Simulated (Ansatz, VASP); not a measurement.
## CuPd: VASP beside Ansatz

```
CELL_PARAMETERS angstrom
2.96795 0.00000 0.00000
0.00000 2.96795 0.00000
0.00000 0.00000 2.96795
ATOMIC_POSITIONS crystal
Cu 0.00000 0.00000 0.00000
Pd 0.50000 0.50000 0.50000
```

Change from the starting cell: volume scaled by 0.98.

Alike in both runs: task single point; functional PBEsol; k mesh 14 × 14 × 14; occupations fermi-dirac, width 0.05 eV; no spin polarisation.

|  | VASP | Ansatz |
| --- | --- | --- |
| version | VASP 6.6.1 | Ansatz 0.2.0 |
| potentials or method | VASP PAW PBE potentials, release 64 (Cu, Pd), cutoff 520 eV | all-electron LAPW, scalar-relativistic |

Ansatz gave:

- pressure (GPa): -1.2

**Question.** What did VASP give for the same quantities?

**Answer.** Pressure (GPa): -0.9.

VASP's potentials were made for PBE, not for PBEsol. Ansatz ran all-electron here, and VASP with PAW potentials.
